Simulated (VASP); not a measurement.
Input of a VASP 6.6.1 run:

INCAR

```
SYSTEM = TiO2
  PREC = Accurate
  ENCUT = 520
  EDIFF = 1E-6
  ISMEAR = -1
  SIGMA = 0.05
  LREAL = .FALSE.
  LASPH = .TRUE.
  NELM = 100
  ALGO = Normal
  ISIF = 2
  LWAVE = .FALSE.
  LCHARG = .FALSE.
  GGA = PS
  NBANDS = 60
```

Contents of KPOINTS:

```
regular mesh
0
G
  6 6 6
  0 0 0
```

Contents of POSCAR:

```
TiO2
1.0
    4.7806673481      0.0000000000     -0.0079303361
    0.0000000000      4.8611429392      0.0000000000
   -0.8653261664      0.0000000000      4.9269774960
Ti O
4 8
Direct
    0.2786196871      0.0549796006      0.2135953266
    0.7213803129      0.5549796006      0.2864046734
    0.7213803129      0.9450203994      0.7864046734
    0.2786196871      0.4450203994      0.7135953266
    0.0652183471      0.1721792945      0.8466838820
    0.9347816529      0.6721792945      0.6533161180
    0.9347816529      0.8278207055      0.1533161180
    0.0652183471      0.3278207055      0.3466838820
    0.4437628791      0.7585946057      0.4694497286
    0.5562371209      0.2585946057      0.0305502714
    0.5562371209      0.2414053943      0.5305502714
    0.4437628791      0.7414053943      0.9694497286
```

Potentials or basis: VASP PAW PBE potentials, release 64 (Ti_sv, O).

Run with:

```console
$ cat potpaw_PBE.64/Ti_sv/POTCAR potpaw_PBE.64/O/POTCAR > POTCAR
$ mpirun -np 1 vasp_std > vasp.out
```

(1) Estimate the pressure.

(2) What does it give for the largest force?

Answers

(1) 0.8 GPa.

(2) 0.049 eV/Å.

Caveat: the PAW data sets were made with another functional, which shifts forces and pressure a little.
